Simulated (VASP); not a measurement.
# P4C (Cmmm) in VASP: a series of runs

P4C is run at these levels: PBE; tasks: single point, relaxation of cell and atoms.

Program: VASP 6.6.1. These are calculated values, not measurements. Logs are shortened: lines on timing, memory, paths and dates and some standing lists are left out, and cuts for length are marked.

### 1 The cell of the first run

It takes space group Cmmm (No. 65, orthorhombic). Conventional cell: a = 6.012 Å, b = 9.189 Å, c = 2.933 Å, α = 90.00°, β = 90.00°, γ = 90.00°. Within 2.7 Å of P (site symmetry 2mm) lie 2 C at 1.97 Å and 5 P at 2.49 to 2.63 Å. Within 3.0 Å of P (site symmetry m2m) lie 7 P at 2.19 to 2.93 Å. Within 2.6 Å of C (site symmetry mmm) lie 4 P at 1.97 Å.

The cell was generated, and may not be a known phase.

### 2 Single point, PBE

Input file INCAR:

```
PREC     = Accurate       # precision mode
ENCUT    = 520            # plane-wave cutoff, eV
EDIFF    = 1E-7           # SCF threshold, eV
ISMEAR   = 0              # smearing method
SIGMA    = 0.1            # smearing width, eV
LREAL    = False          # projectors in reciprocal space
LASPH    = True           # aspherical terms in the spheres
NELM     = 100            # most SCF steps
ALGO     = Normal         # electronic algorithm
ISIF     = 2              # what is computed and relaxed
LWAVE    = False          # write WAVECAR
LCHARG   = False          # write CHGCAR
GGA      = PE             # functional
NBANDS   = 20             # bands
```

Input file KPOINTS:

```
regular mesh
0
Gamma
  4 4 6
```

Input file POSCAR:

```
P4C
1.0
    4.5945625862     -3.0060549040      0.0000000000
    4.5945625862      3.0060549040      0.0000000000
    0.0000000000      0.0000000000      2.9330992606
P C
4 1
Direct
    0.7812471311      0.2187528689      0.5000000000
    0.2187528689      0.7812471311      0.5000000000
    0.3807386671      0.3807386671      0.0000000000
    0.6192613329      0.6192613329      0.0000000000
    0.0000000000      0.0000000000      0.0000000000
```

Potentials or basis: VASP PAW PBE potentials, release 64 (P, C).

Started as:

```console
cat potpaw_PBE.64/P/POTCAR potpaw_PBE.64/C/POTCAR > POTCAR
mpirun -np 1 vasp_std > vasp.out
```

OUTCAR:

```text
PREC = Accurate
   ENCUT = 520
   EDIFF = 1E-7
   ISMEAR = 0
   LREAL = False
   LASPH = True
   NELM = 100
   ISIF = 2
   GGA = PE

 ion  position               nearest neighbor table
   1  0.781  0.219  0.500-   5 1.97   5 1.97   3 2.49   3 2.49   4 2.49   4 2.49   2 2.63
   2  0.219  0.781  0.500-   5 1.97   5 1.97   3 2.49   3 2.49   4 2.49   4 2.49   1 2.63
   3  0.381  0.381  0.000-   4 2.19   2 2.49   1 2.49   1 2.49   2 2.49
   4  0.619  0.619  0.000-   3 2.19   2 2.49   1 2.49   1 2.49   2 2.49
   5  0.000  0.000  0.000-   1 1.97   2 1.97   1 1.97   2 1.97

  LATTYP: Found a base centered orthorhombic cell.
 ALAT       =     6.0121098080
 B/A-ratio  =     1.5284360176
 C/A-ratio  =     0.4878652177

  Lattice vectors:

 A1 = (  -4.5945625862,  -3.0060549040,   0.0000000000)
 A2 = (   4.5945625862,  -3.0060549040,   0.0000000000)
 A3 = (   0.0000000000,   0.0000000000,   2.9330992606)

Analysis of symmetry for initial positions (statically):
=====================================================================
 Subroutine PRICEL returns:
 Original cell was already a primitive cell.

 Routine SETGRP: Setting up the symmetry group for a
 base centered orthorhombic supercell.

 Subroutine GETGRP returns: Found  8 space group operations
 (whereof  8 operations were pure point group operations)
 out of a pool of  8 trial point group operations.

The static configuration has the point symmetry D_2h.

Analysis of symmetry for dynamics (positions and initial velocities):
=====================================================================
 Subroutine PRICEL returns:
 Original cell was already a primitive cell.

 Routine SETGRP: Setting up the symmetry group for a
 base centered orthorhombic supercell.

 Subroutine GETGRP returns: Found  8 space group operations
 (whereof  8 operations were pure point group operations)
 out of a pool of  8 trial point group operations.

The dynamic configuration has the point symmetry D_2h.

 Subroutine INISYM returns: Found  8 space group operations
 (whereof  8 operations are pure point group operations),
 and found     1 'primitive' translations

----------------------------------------------------------------------------------------

                                     Primitive cell

  volume of cell :      81.0210

  direct lattice vectors                    reciprocal lattice vectors
     4.594562586 -3.006054904  0.000000000     0.108824288 -0.166330961  0.000000000
     4.594562586  3.006054904  0.000000000     0.108824288  0.166330961  0.000000000
     0.000000000  0.000000000  2.933099261     0.000000000  0.000000000  0.340936297

  length of vectors
     5.490571140  5.490571140  2.933099261     0.198767990  0.198767990  0.340936297

  position of ions in fractional coordinates (direct lattice)
     0.781247131  0.218752869  0.500000000
     0.218752869  0.781247131  0.500000000
     0.380738667  0.380738667  0.000000000
     0.619261333  0.619261333  0.000000000
     0.000000000  0.000000000  0.000000000

  ion indices of the primitive-cell ions
   primitive index   ion index
                 1           1
                 2           2
                 3           3
                 4           4
                 5           5

----------------------------------------------------------------------------------------

 KPOINTS: regular mesh

Automatic generation of k-mesh.
 Grid dimensions read from file:
 generate k-points for:    4    4    6

 Generating k-lattice:

  Cartesian coordinates                     Fractional coordinates (reciprocal lattice)
     0.027206072 -0.041582740  0.000000000     0.250000000  0.000000000  0.000000000
     0.027206072  0.041582740  0.000000000     0.000000000  0.250000000  0.000000000
     0.000000000  0.000000000  0.056822716     0.000000000  0.000000000  0.166666667

  Length of vectors
     0.049691998  0.049691998  0.056822716

  Shift w.r.t. Gamma in fractional coordinates (k-lattice)
     0.000000000  0.000000000  0.000000000

 Subroutine IBZKPT returns following result:
 ===========================================

 Found     28 irreducible k-points:

 Following reciprocal coordinates:
            Coordinates               Weight
  0.000000  0.000000  0.000000      1.000000
  0.250000  0.000000  0.000000      4.000000
  0.500000  0.000000  0.000000      2.000000
  0.250000  0.250000  0.000000      2.000000
  0.500000  0.250000  0.000000      4.000000
 -0.250000  0.250000  0.000000      2.000000
[... 16 lines left out ...]
  0.250000  0.000000  0.500000      4.000000
  0.500000  0.000000  0.500000      2.000000
 [... further k-points ...]
   k-points           NKPTS =     28   k-points in BZ     NKDIM =     28   number of bands    NBANDS=     20
   number of dos      NEDOS =    301   number of ions     NIONS =      5
   total plane-waves  NPLWV =  42336
   dimension x,y,z NGX =    42 NGY =   42 NGZ =   24
   dimension x,y,z NGXF=    84 NGYF=   84 NGZF=   48
[... 96 lines left out ...]
      2      -9.3630      2.00000
      3      -3.6139      2.00000
      4      -2.3921      2.00000
      5      -1.8856      2.00000
      6       0.2896      2.00000
[... 12 lines left out ...]
     19      12.0145      0.00000
     20      12.8457      0.00000

 k-point     4 :       0.2500    0.2500    0.0000
  band No.  band energies     occupation
      1     -10.3287      2.00000
      2      -7.1660      2.00000
      3      -6.0364      2.00000
      4      -3.7076      2.00000
      5       1.4680      2.00000
      6       2.0372      2.00000
[... 12 lines left out ...]
     19      11.3224      0.00000
     20      11.3677      0.00000

 k-point     5 :       0.5000    0.2500    0.0000
  band No.  band energies     occupation
      1     -10.0494      2.00000
      2      -8.3322      2.00000
      3      -4.5289      2.00000
      4      -3.8625      2.00000
      5       0.4302      2.00000
      6       1.1689      2.00000
[... 12 lines left out ...]
     19      11.8630      0.00000
     20      12.3886      0.00000

 k-point     6 :      -0.2500    0.2500    0.0000
  band No.  band energies     occupation
      1      -9.4861      2.00000
      2      -9.3273      2.00000
      3      -3.6584      2.00000
      4      -2.3874      2.00000
      5      -1.8881      2.00000
      6       0.6982      2.00000
[... 12 lines left out ...]
     19      12.3851      0.00000
     20      12.6712      0.00000

 k-point     7 :       0.5000    0.5000    0.0000
  band No.  band energies     occupation
      1     -10.2589      2.00000
      2      -7.2233      2.00000
      3      -6.0855      2.00000
      4      -4.0707      2.00000
      5       2.4732      2.00000
      6       2.6362      2.00000
[... 12 lines left out ...]
     19      11.0034      0.00000
     20      11.0303      0.00000
[... 277 lines left out ...]
 k-point    20 :      -0.2500    0.2500    0.3333
  band No.  band energies     occupation
      1      -7.7837      2.00000
      2      -7.6517      2.00000
      3      -2.8967      2.00000
      4      -2.4927      2.00000
      5      -2.0680      2.00000
      6      -0.2099      2.00000
[... 12 lines left out ...]
     19      12.4410      0.00000
     20      13.4026      0.00000

 k-point    21 :       0.5000    0.5000    0.3333
  band No.  band energies     occupation
      1      -8.5429      2.00000
      2      -5.7427      2.00000
      3      -4.3070      2.00000
      4      -3.3597      2.00000
      5      -2.4541      2.00000
      6      -0.2413      2.00000
[... 12 lines left out ...]
     19      11.2587      0.00000
     20      13.0576      0.00000

 k-point    22 :       0.0000    0.0000    0.5000
  band No.  band energies     occupation
      1      -6.8527      2.00000
      2      -6.2872      2.00000
      3      -4.1975      2.00000
      4      -2.2854      2.00000
      5      -2.1243      2.00000
      6      -1.7141      2.00000
[... 12 lines left out ...]
     19      11.3163      0.00000
     20      14.9122      0.00000

 k-point    23 :       0.2500    0.0000    0.5000
  band No.  band energies     occupation
      1      -6.6464      2.00000
      2      -6.0843      2.00000
      3      -4.8606      2.00000
      4      -3.7745      2.00000
      5      -0.7691      2.00000
      6      -0.6875      2.00000
[... 12 lines left out ...]
     19      11.9340      0.00000
     20      13.7192      0.00000

 k-point    24 :       0.5000    0.0000    0.5000
  band No.  band energies     occupation
      1      -6.2692      2.00000
      2      -5.7559      2.00000
      3      -5.5448      2.00000
      4      -4.5613      2.00000
      5      -0.8897      2.00000
      6       0.8196      2.00000
[... 12 lines left out ...]
     19      13.0795      0.00000
     20      13.2051      0.00000

 [... further k-points ...]

------------------------ aborting loop because EDIFF is reached ----------------------------------------

  FORCE on cell =-STRESS in cart. coord.  units (eV):
  Direction    XX          YY          ZZ          XY          YZ          ZX
  --------------------------------------------------------------------------------------
  -------------------------------------------------------------------------------------
  Total       -0.0110574     -0.1926046     -0.1625285     -0.0000000      0.0000000      0.0000000
  in kB       -0.2186578     -3.8087233     -3.2139733     -0.0000000      0.0000000      0.0000000
  external PRESSURE =      -2.4137848 kB  Pullay stress =       0.0000000 kB

 VOLUME and BASIS-vectors are now :
 -----------------------------------------------------------------------------
  energy-cutoff  :      520.00
  volume of cell :       81.02
      direct lattice vectors                 reciprocal lattice vectors
     4.594562586 -3.006054904  0.000000000     0.108824288 -0.166330961  0.000000000
     4.594562586  3.006054904  0.000000000     0.108824288  0.166330961  0.000000000
     0.000000000  0.000000000  2.933099261     0.000000000  0.000000000  0.340936297

 POSITION                                       TOTAL-FORCE (eV/Angst)
 -----------------------------------------------------------------------------------
      4.59456     -1.69089      1.46655        -0.000000     -0.024839      0.000000
      4.59456      1.69089      1.46655        -0.000000      0.024839      0.000000
      3.49866      0.00000      0.00000         0.054235      0.000000      0.000000
      5.69047      0.00000      0.00000        -0.054235      0.000000     -0.000000
      0.00000      0.00000      0.00000         0.000000      0.000000      0.000000
 -----------------------------------------------------------------------------------
    total drift:                                0.000000     -0.000000      0.000000

  FREE ENERGIE OF THE ION-ELECTRON SYSTEM (eV)
  ---------------------------------------------------
  free  energy   TOTEN  =       -26.1880410521 eV

  energy  without entropy=      -26.1832032946  energy(sigma->0) =      -26.18562217
```

Wall time 28 s (1 thread of AMD EPYC 9R45 (Zen 5), shared host); peak memory 0.17 GiB.

What came out:

| Quantity | Value |
| --- | --- |
| Free energy | -26.1880 eV |
| Pressure | -0.2 GPa |
| Largest force | 0.054 eV/Å |
| Band gap on the k mesh | zero (bands 12 and 13 overlap by 3.62 eV) |

Forces on the atoms (eV/Å):
```
P    0.000 -0.025  0.000
P    0.000  0.025  0.000
P    0.054  0.000  0.000
P   -0.054  0.000  0.000
C    0.000  0.000  0.000
```

### 3 Single point, PBE

This run uses another cell than the first one, of 16.83 Å³/atom.

Input file INCAR:

```
PREC = Accurate
ENCUT = 520
EDIFF = 1E-7
ISMEAR = 0
SIGMA = 0.1
LREAL = F
LASPH = T
NELM = 60
ALGO = Normal
ISIF = 2
LWAVE = F
LCHARG = T
GGA = PE
LELF = T
LVHAR = T
NBANDS = 20
```

KPOINTS is that of step 2.

Input file POSCAR:

```
P4C
1.0
    3.5467414700     -3.7243247100      0.0000000000
    3.5467414700      3.7243247100      0.0000000000
    0.0000000000      0.0000000000      3.1848655800
P C
4 1
Direct
    0.8105999900      0.1894000100      0.5000000000
    0.1894000100      0.8105999900      0.5000000000
    0.2852000000      0.2852000000      0.0000000000
    0.7148000000      0.7148000000      0.0000000000
    0.0000000000      0.0000000000      0.0000000000
```

Potentials or basis: VASP PAW PBE potentials, release 64 (P, C).

Started as:

```console
cat potpaw_PBE.64/P/POTCAR potpaw_PBE.64/C/POTCAR > POTCAR
mpirun -np 1 vasp_std > vasp.out
```

It took 25 s on 1 thread of AMD EPYC 9R45 (Zen 5), shared host; peak memory 0.17 GiB.

Results (log left out):

* Free energy: -23.8895 eV
* Pressure: -10.7 GPa
* Largest force: 0.501 eV/Å
* Band gap on the k mesh: zero (bands 12 and 13 overlap by 2.71 eV)

Forces on the atoms (eV/Å):
```
P    0.000  0.216  0.000
P    0.000 -0.216  0.000
P   -0.501  0.000  0.000
P    0.501  0.000  0.000
C    0.000  0.000  0.000
```

Stress tensor (GPa, compression positive):
```
-10.69   0.00   0.00
  0.00  -5.95   0.00
  0.00   0.00 -15.40
```

Levels at points of the mesh, in eV from the Fermi level:
```tsv
k point	band 9	band 10	band 11	band 12	band 13	band 14	band 15	band 16
(0.00, 0.00, 0.00)	-3.88	-0.98	-0.14	1.27	1.34	1.38	1.74	1.88
(0.50, 0.00, 0.00)	-2.04	-1.66	-1.07	0.39	1.76	1.84	2.30	2.61
(0.50, 0.50, 0.00)	-1.88	-1.53	-0.88	-0.35	0.43	0.82	0.89	1.29
(0.00, 0.00, 0.50)	-3.22	-2.31	-2.27	-1.95	-1.44	-0.77	0.19	0.35
(0.50, 0.00, 0.50)	-4.57	-2.82	-2.78	-0.97	0.08	0.20	1.22	2.16
(0.50, 0.50, 0.50)	-3.03	-1.20	-0.66	0.19	0.46	0.62	0.78	0.84
```

Caveat: the stress differs along the axes, from -15 to -6 GPa.

### 4 Relaxation of cell and atoms, PBE

This run uses another cell than the first one, of 16.83 Å³/atom.

Input file INCAR:

```
PREC     = Accurate       # precision mode
ENCUT    = 600            # plane-wave cutoff, eV
EDIFF    = 1E-6           # SCF threshold, eV
ISMEAR   = 0              # smearing method
SIGMA    = 0.1            # smearing width, eV
LREAL    = F              # projectors in reciprocal space
LASPH    = T              # aspherical terms in the spheres
NELM     = 80             # most SCF steps
ALGO     = Normal         # electronic algorithm
ISIF     = 3              # what is computed and relaxed
LWAVE    = F              # write WAVECAR
LCHARG   = F              # write CHGCAR
GGA      = PE             # functional
IBRION   = 2              # ionic algorithm
NSW      = 90             # ionic steps
EDIFFG   = -0.04          # ionic threshold
```

Input file KPOINTS:

```
Automatic mesh
0
Gamma
  4 4 6
```

POSCAR is that of step 3.

Started as:

```console
cat potpaw_PBE.64/P/POTCAR potpaw_PBE.64/C/POTCAR > POTCAR
mpirun -np 1 vasp_std > vasp.out
```

Wall time 17 min (1 thread of AMD EPYC 9R45 (Zen 5), shared host); peak memory 0.21 GiB.

It converged, with:

```
Free energy                           : -26.6722 eV
Relaxed volume                        : 18.90 Å³/atom
Relaxed cell                          : a = 5.317 Å, b = 5.317 Å, c = 3.576 Å, α = 90.00°, β = 90.00°, γ = 110.80°
Space group after relaxing (to 0.1 Å) : Cmmm (No. 65)
Energy gained by relaxing             : 556.3 meV/atom
Ionic steps                           : 76
Pressure after relaxing               : 0.0 GPa
Largest force after relaxing          : 0.018 eV/Å
Band gap on the k mesh                : zero (bands 12 and 13 overlap by 2.02 eV)
```

Forces in eV/Å, atoms in the order of the input:
```
P    0.000  0.018  0.000
P    0.000 -0.018  0.000
P    0.005  0.000  0.000
P   -0.005  0.000  0.000
C    0.000  0.000  0.000
```

Stress tensor (GPa, compression positive):
```
-0.03  0.00  0.00
 0.00 -0.05  0.00
 0.00  0.00  0.06
```

The path:
```tsv
step	energy change (eV)	largest force (eV/Å)	pressure (GPa)	volume (Å³)
1	0.0000	0.5014	-10.70	84.14
3	-0.5408	1.6813	1.60	71.96
5	-0.8274	0.5471	2.75	68.08
7	-0.8531	0.2200	-2.22	70.49
9	-0.8703	0.1895	-0.50	69.43
11	-0.8826	0.2537	0.38	68.80
13	-0.9020	0.1084	-1.01	68.74
15	-0.9163	0.1541	-0.95	67.89
17	-0.9919	0.5639	10.20	61.62
19	-0.9944	0.5134	10.53	61.45
21	-0.9964	0.2740	11.88	60.69
23	-1.0003	0.3460	11.41	60.95
25	-1.0281	0.2860	11.04	61.12
27	-1.1301	0.2078	9.53	61.80
29	-1.3721	0.7498	3.97	64.49
31	-1.3931	1.1048	1.05	66.64
33	-1.4442	1.0677	-0.01	67.37
35	-1.7035	0.9732	1.57	69.58
37	-1.7255	0.5973	0.39	69.19
39	-1.7765	1.1314	2.43	69.88
41	-1.9447	1.2066	1.30	72.79
43	-2.0143	1.7443	1.42	75.02
45	-2.2963	1.5257	-2.48	79.00
47	-2.3403	2.2723	-3.24	80.39
49	-2.5221	2.1794	-0.90	81.91
51	-2.6063	1.2072	0.88	82.13
53	-2.6704	0.0176	1.55	82.94
55	-2.6985	0.4158	-0.63	84.75
57	-2.7143	0.0663	0.49	84.48
59	-2.7319	0.2089	1.00	85.53
61	-2.7437	0.4076	1.51	86.50
63	-2.7520	0.1921	0.19	88.23
65	-2.7544	0.1542	0.36	88.15
67	-2.7670	0.0930	-0.32	90.54
69	-2.7739	0.0215	-0.92	94.05
71	-2.7768	0.2498	-0.42	94.78
73	-2.7812	0.0644	-0.17	94.62
75	-2.7816	0.0435	-0.07	94.56
76	-2.7817	0.0181	-0.01	94.52
```

Final structure:
```
CELL_PARAMETERS angstrom
3.01946 -4.37657 0.00000
3.01946 4.37657 0.00000
0.00000 0.00000 3.57609
ATOMIC_POSITIONS crystal
P 0.62687 0.37313 0.50000
P 0.37313 0.62687 0.50000
P 0.27042 0.27042 0.00000
P 0.72958 0.72958 0.00000
C 0.00000 0.00000 0.00000
```

Levels at points of the mesh, in eV from the Fermi level:
| k point | band 9 | band 10 | band 11 | band 12 | band 13 | band 14 | band 15 | band 16 |
| --- | --- | --- | --- | --- | --- | --- | --- | --- |
| (0.00, 0.00, 0.00) | -3.34 | -3.29 | -0.85 | -0.39 | 0.82 | 2.02 | 2.39 | 2.66 |
| (0.50, 0.00, 0.00) | -2.61 | -2.42 | -0.19 | -0.15 | 0.62 | 1.26 | 2.75 | 3.30 |
| (0.50, 0.50, 0.00) | -2.54 | -2.52 | -1.00 | -0.50 | 0.37 | 1.09 | 1.53 | 2.07 |
| (0.00, 0.00, 0.50) | -3.25 | -3.12 | -1.79 | -1.48 | -1.31 | 1.45 | 2.70 | 2.88 |
| (0.50, 0.00, 0.50) | -3.40 | -3.30 | -1.32 | -0.41 | 0.57 | 2.46 | 2.68 | 3.26 |
| (0.50, 0.50, 0.50) | -3.18 | -2.02 | -0.88 | -0.59 | 0.36 | 2.09 | 3.29 | 3.63 |

### 5 The runs side by side

| task | cell | cutoff (eV) | gap on the mesh (eV) | pressure (GPa) | largest force (eV/Å) |
| --- | --- | --- | --- | --- | --- |
| single point | a = 5.491, b = 5.491, c = 2.933 Å, angles 90.0, 90.0, 66.4°, 5 atoms, atomic positions A | 520 | none | -0.2 | 0.05 |
| single point | a = 5.143, b = 5.143, c = 3.185 Å, angles 90.0, 90.0, 92.8°, 5 atoms, atomic positions B | 520 | none | -10.7 | 0.50 |
| relaxation of cell and atoms | relaxed from a = 5.143, b = 5.143, c = 3.185 Å, angles 90.0, 90.0, 92.8°, 5 atoms, atomic positions B | 600 | none | 0.0 | 0.02 |

Alike in all rows: level PBE; potentials or basis VASP PAW PBE potentials, release 64 (P, C); no spin polarisation; k mesh 4 × 4 × 6; smearing gaussian 0.1 eV.

Caveats: the stress differs along the axes, from -15 to -6 GPa (at least some runs).

Absolute energies hang on the potentials; compare differences alone.
